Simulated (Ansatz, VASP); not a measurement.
**Two plane-wave programs on Mg2NCl**

Contents of INCAR:

```
ALGO     = Normal         # electronic algorithm
EDIFF    = 1E-7           # SCF threshold, eV
ENCUT    = 520            # plane-wave cutoff, eV
GGA      = PS             # functional
ISIF     = 2              # what is computed and relaxed
ISMEAR   = 0              # smearing method
LASPH    = T              # aspherical terms in the spheres
LCHARG   = F              # write CHGCAR
LREAL    = F              # projectors in reciprocal space
LWAVE    = F              # write WAVECAR
NBANDS   = 16             # bands
NELM     = 80             # most SCF steps
PREC     = Accurate       # precision mode
SIGMA    = 0.5            # smearing width, eV
```

File KPOINTS:

```
k-points
0
Gamma
  6 6 6
```

File POSCAR:

```
Mg2NCl
1.0
    1.6466125277      0.9506721861      5.9379615109
   -1.6466125277      0.9506721861      5.9379615109
    0.0000000000     -1.9013443722      5.9379615109
Mg N Cl
2 1 1
Direct
    0.2229104120      0.2229104120      0.2229104120
    0.7770895880      0.7770895880      0.7770895880
    0.5000000000      0.5000000000      0.5000000000
    0.0000000000      0.0000000000      0.0000000000
```

Input for Ansatz:

```yaml
crystal:
  lattice:
    - [1.6466125277, 0.9506721861, 5.9379615109]
    - [-1.6466125277, 0.9506721861, 5.9379615109]
    - [0.0, -1.9013443722, 5.9379615109]
  atoms:
    - { symbol: Mg, position: [0.222910412, 0.222910412, 0.222910412] }
    - { symbol: Mg, position: [0.777089588, 0.777089588, 0.777089588] }
    - { symbol: "N", position: [0.5, 0.5, 0.5] }
    - { symbol: Cl, position: [0.0, 0.0, 0.0] }
kpoints:
  mp_grid: { grid: [6, 6, 6] }
hamiltonian:
  xc: pbesol
scf:
  occupations: { method: gaussian, width: 0.5 }
  n_extra_bands: 5
output:
  forces: true
  stress: true
  eigenvalues: true
```

Alike in both runs: task single point; functional PBEsol; k mesh 6 × 6 × 6; occupations gaussian, width 0.5 eV; no spin polarisation.

```csv
,VASP,Ansatz
version,VASP 6.6.1,Ansatz 0.2.0
potentials or method,"VASP PAW PBE potentials, release 64 (Mg, N, Cl)",plane waves
plane-wave cutoff (eV),520,420
valence electrons in the cell,16,32
```

Ansatz gave:

```
pressure (GPa)                                                : -0.3
traceless stress, the component that is largest in VASP (GPa) : 0.23
rms of the force components (eV/Å)                            : 0.030
```

Task: Estimate VASP's values.

Result: Pressure (GPa): -0.6; traceless stress, the component that is largest in VASP (GPa): 0.16; rms of the force components (eV/Å): 0.011.

VASP's potentials were made for PBE, not for PBEsol. Atom by atom the forces differ by 0.018 eV/Å (rms over components). With one functional, cell and mesh, what is left measures potentials, basis and numerics. VASP's potentials hold 16 valence electrons a cell and Ansatz's 32, so a difference there can come from the potentials and not from the codes.
